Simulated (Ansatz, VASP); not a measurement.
SbMo: VASP beside Ansatz

```
Mo Sb
1.0
     0.00000    2.76024    2.76024
     2.76024    0.00000    2.76024
     2.76024    2.76024    0.00000
Mo Sb
1 1
Cartesian
  0.0000 0.0000 0.0000
  2.7602 2.7602 2.7602
```

Alike in both runs: functional PBE; k mesh 10 × 10 × 10; occupations fermi-dirac, width 0.03 eV; no spin polarisation.

Ansatz relaxed the structure, and its values are those at the end. VASP's run is a single point on that final structure, the one shown.

|  | VASP | Ansatz |
| --- | --- | --- |
| version | VASP 6.6.1 | Ansatz 0.2.0 |
| potentials or method | VASP PAW PBE potentials, release 64 (Mo_sv, Sb) | PAW with Ansatz's default frozen-core files, scalar-relativistic |
| plane-wave cutoff (eV) | 520 | 420 |
| valence electrons in the cell | 19 | 29 |

Ansatz gave:

| Item | Value |
| --- | --- |
| pressure (GPa) | 0.0 |

Problem. What did VASP give for the same quantities?

Solution. Pressure (GPa): -0.1.

The functional is the same, so the differences come from potentials, cutoffs and numerics. VASP's potentials hold 19 valence electrons a cell and Ansatz's 29, so a difference there can come from the potentials and not from the codes.

Neither program's run includes spin-orbit coupling.
